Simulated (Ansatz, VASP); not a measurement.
# H12CO5: VASP beside Ansatz

```
O H C
1.0
     5.71848    0.00000    0.00000
     0.00000    5.71848    0.00000
     0.00000    0.00000    5.71848
O H C
5 12 1
Direct
  0.82772 0.79459 0.48354
  0.08476 0.34225 0.04858
  0.34431 0.02051 0.91556
  0.17007 0.62838 0.73043
  0.66219 0.18397 0.62842
  0.96258 0.72191 0.57569
  0.86653 0.78165 0.31853
  0.18561 0.19813 0.99029
  0.15102 0.37857 0.20104
  0.47418 0.08274 0.81507
  0.28129 0.87436 0.84149
  0.12840 0.51092 0.86985
  0.29444 0.55084 0.64296
  0.55067 0.48305 0.46725
  0.73681 0.03261 0.56858
  0.61191 0.24718 0.27194
  0.34879 0.23026 0.44749
  0.53700 0.28979 0.44704
```

Alike in both runs: functional LDA; k mesh 1 × 1 × 1; occupations fermi-dirac, width 0.05 eV; no spin polarisation.

Ansatz relaxed the structure, and its values are those at the end. VASP's run is a single point on that final structure, the one shown.

```csv
,VASP,Ansatz
version,VASP 6.6.1,Ansatz 0.2.0
potentials or method,"VASP PAW LDA potentials, release 64 (O_h, H_h, C_h), cutoff 1000 eV","scalar-relativistic, plane waves, PAW"
valence electrons in the cell,46,46
```

|  | VASP | Ansatz | Ansatz less VASP |
| --- | --- | --- | --- |
| gap on the k mesh at the Fermi level (eV) | 4.40 | 4.40 | -0.001 |
| rms of the force components (eV/Å) | 0.092 | 0.084 | -0.0085 |

LDA's correlation is that of Perdew and Zunger in VASP and of Perdew and Wang (1992) in Ansatz.
